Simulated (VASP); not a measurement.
Wanted: the native input for a VASP 6.6.1 run.

```
Task                   : single point
Functional             : PBE
Potentials or basis    : VASP PAW PBE potentials, release 64 (Hf_pv, Ge_d)
Cutoff                 : 520 eV
k mesh                 : 8 × 8 × 8
Occupations            : fermi-dirac, width 0.05 eV
Spin                   : no spin polarisation
Dipole correction      : no
Further INCAR settings : ALGO = Normal; EDIFF = 1e-07; NBANDS = 19
```

The structure of HfGe lies in POSCAR:

```
HfGe
1.0
    3.4293721463      0.0000000000      0.0000000000
    0.0000000000      3.4293721463      0.0000000000
    0.0000000000      0.0000000000      3.4293721463
Hf Ge
1 1
Direct
    0.0000000000      0.0000000000      0.0000000000
    0.5000000000      0.5000000000      0.5000000000
```

This cell differs from its parent crystal: volume scaled by 0.94.

The input as run:

INCAR

```
PREC = Accurate
ENCUT = 520
EDIFF = 1E-7
ISMEAR = -1
SIGMA = 0.05
LREAL = F
LASPH = T
NELM = 100
ALGO = Normal
ISIF = 2
LWAVE = F
LCHARG = T
GGA = PE
LELF = T
LVHAR = T
NBANDS = 19
```

KPOINTS

```
Automatic mesh
0
Gamma
  8 8 8
```

Potentials or basis: VASP PAW PBE potentials, release 64 (Hf_pv, Ge_d).

Run with:

```console
$ cat potpaw_PBE.64/Hf_pv/POTCAR potpaw_PBE.64/Ge_d/POTCAR > POTCAR
$ mpirun -np 1 vasp_std > vasp.out
```

Results of the run:

```json
{
  "Pressure": "-7.2 GPa",
  "Band gap on the k mesh": "zero (band 12 reaches 7.65 eV, above the bottom of band 13 at 5.51 eV)"
}
```

Caveat: spin-orbit coupling is left out, which moves the levels of the heavy elements.

It took 12 s on 1 thread of Intel(R) Xeon(R) 6975P-C (Granite Rapids) (shared host), peak memory 0.16 GiB.
